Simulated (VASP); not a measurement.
Set up this calculation in VASP 6.6.1, as the native input.

* Task: single point
* Functional: LDA
* Potentials or basis: VASP PAW LDA potentials, release 64 (H, C, Cl)
* Cutoff: 520 eV
* k mesh: 2 × 2 × 1
* Occupations: fermi-dirac, width 0.05 eV
* Spin: no spin polarisation
* Dipole correction: no
* Further INCAR settings: LREAL = Auto; ALGO = Normal; EDIFF = 1e-07; NBANDS = 74

The structure of H5C10Cl lies in POSCAR:

```
H5C10Cl
1.0
    5.0487420000      0.0000000000      0.0000000000
    0.0000000000      5.0487420000      0.0000000000
    0.0000000000      0.0000000000     18.8355610000
H C Cl
10 20 2
Direct
    0.4277897346      0.0000000000      0.0530910654
    0.0722160095      0.0000000000      0.0530910654
    0.9277954786      0.0000000000      0.0530910654
    0.5722217535      0.0000000000      0.0530910654
    0.4277897346      0.5000057440      0.0530910654
    0.0722160095      0.5000057440      0.0530910654
    0.9277954786      0.5000057440      0.0530910654
    0.5722217535      0.5000057440      0.0530910654
    0.2379800750      0.5153362957      0.3217743289
    0.7618729577      0.5185450158      0.3211531634
    0.2500028720      0.0000000000      0.0867879645
    0.7500086160      0.0000000000      0.0867879645
    0.2500028720      0.5000057440      0.0867879645
    0.7500086160      0.5000057440      0.0867879645
    0.2500028720      0.2500028720      0.1341717404
    0.7500086160      0.2500028720      0.1341717404
    0.2500028720      0.7500086160      0.1341717404
    0.7500086160      0.7500086160      0.1341717404
    0.0001782622      0.2929442622      0.1727211629
    0.4997878679      0.2890819139      0.1733370193
   -0.0000396138      0.7526429356      0.1783541249
    0.5000255509      0.7523854457      0.1803344217
   -0.0000198069      0.0202822802      0.2221807994
    0.4998869025      0.0006734351      0.2277925250
    0.0001782622      0.4811693685      0.2329423583
    0.4999265163      0.4762968676      0.2355438205
    0.2450907573      0.0890122728      0.2645899424
    0.7548018893      0.0892697626      0.2644200510
    0.2464574343      0.3979407147      0.2728031302
    0.7536134744      0.3975247695      0.2727925120
    0.0069126131      0.3981982046      0.4606499376
   -0.0780392423      0.7871663872      0.4621789603
```

These files were run (other wordings do the same):

INCAR

```
SYSTEM = H5C10Cl
PREC = Accurate ; ENCUT = 520
EDIFF = 1E-7 ; ISMEAR = -1
SIGMA = 0.05 ; LREAL = Auto
LASPH = .True. ; NELM = 100
ALGO = Normal ; ISIF = 2
LWAVE = .False. ; LCHARG = .False.
NBANDS = 74
```

KPOINTS

```
regular mesh
0
Gamma
  2 2 1
  0 0 0
```

Potentials or basis: VASP PAW LDA potentials, release 64 (H, C, Cl).

Command:

```bash
$ cat potpaw_LDA.64/H/POTCAR potpaw_LDA.64/C/POTCAR potpaw_LDA.64/Cl/POTCAR > POTCAR
$ mpirun -np 1 vasp_std > vasp.out
```

Results of the run:

```json
{"Largest force": "9.107 eV/Å", "Band gap on the k mesh": "0.06 eV (least direct gap 0.26 eV)"}
```

Caveat: the k points lie up to 0.62 Å⁻¹ apart.

Run time: 3.3 min on 1 thread of Intel(R) Xeon(R) 6975P-C (Granite Rapids), with other jobs on the host, peak memory 0.43 GiB.
